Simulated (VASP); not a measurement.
A run of VASP 6.6.1:

INCAR

```
PREC = Accurate ; ENCUT = 520
EDIFF = 1E-8 ; ISMEAR = -1
SIGMA = 0.05 ; LREAL = False
LASPH = True ; NELM = 60
ALGO = Normal ; ISIF = 2
LWAVE = False ; LCHARG = False
GGA = PE ; LEFG = True
NBANDS = 18
```

KPOINTS

```
regular mesh
0
Gamma
  15 15 15
```

The input POSCAR:

```
Re
1.0
    1.3930884735      0.8043000052      6.7429710243
   -1.3930884735      0.8043000052      6.7429710243
    0.0000000000     -1.6086000104      6.7429710243
Re
3
Direct
    0.0000000000      0.0000000000      0.0000000000
    0.2221738800      0.2221738800      0.2221738800
    0.7778261200      0.7778261200      0.7778261200
```

Potentials or basis: VASP PAW PBE potentials, release 64 (Re).

Launch:

```console
$ cat potpaw_PBE.64/Re/POTCAR > POTCAR
$ mpirun -np 1 vasp_std > vasp.out
```

Hardware: 1 thread of Intel(R) Xeon(R) 6975P-C (Granite Rapids), on a shared host.

Task: Estimate the wall time of this run.

Result: Wall time 21 min on 1 thread of Intel(R) Xeon(R) 6975P-C (Granite Rapids), with other jobs on the host, peak memory 0.55 GiB. Counts: scf iterations 18, k points 344.
